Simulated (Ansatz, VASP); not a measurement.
# CuO, level by level in two programs

```
Cu O
1.0
     2.38778   -1.74486    0.00000
     2.38778    1.74486    0.00000
    -0.86670    0.00000    5.15707
Cu O
2 2
Direct
  0.50000 0.00000 0.50000
  0.00000 0.50000 0.00000
  0.41840 0.58160 0.75000
  0.58160 0.41840 0.25000
```

Single points on this cell with VASP 6.6.1 and Ansatz 0.2.0. Each row is one pair of runs. Alike in all rows: spin: off; k mesh: 10 × 10 × 5; smearing: fermi-dirac, width 0.05 eV.

| level | VASP's potentials, cutoff | Ansatz's potentials, cutoff | gap on the k mesh at the Fermi level (eV), VASP | gap on the k mesh at the Fermi level (eV), Ansatz | pressure (GPa), VASP | pressure (GPa), Ansatz | rms of the force components (eV/Å), VASP | rms of the force components (eV/Å), Ansatz |
| --- | --- | --- | --- | --- | --- | --- | --- | --- |
| LDA | VASP PAW LDA potentials, release 64 (Cu, O), 520 eV | Ansatz PAW, 420 eV | none | none | -17.1 | -17.7 | 0.239 | 0.255 |
| RPBE+D4 | VASP PAW PBE potentials, release 64 (Cu, O), 520 eV | Ansatz PAW, 420 eV | none | none | -6.5 | -7.2 | 0.124 | 0.139 |
| r2SCAN | VASP PAW PBE potentials, release 64 (Cu, O), 520 eV | Ansatz PAW, 500 eV | none | none | -9.8 | -10.5 | 0.169 | 0.185 |

Pressure (GPa): the two programs differ by at most 0.76; rms of the force components (eV/Å): the two programs differ by at most 0.0165.

VASP's potentials hold 34 valence electrons a cell and Ansatz's 50, so a difference there can come from the potentials and not from the codes.

A gap of «none» marks a metal or a gap that the smearing closes.
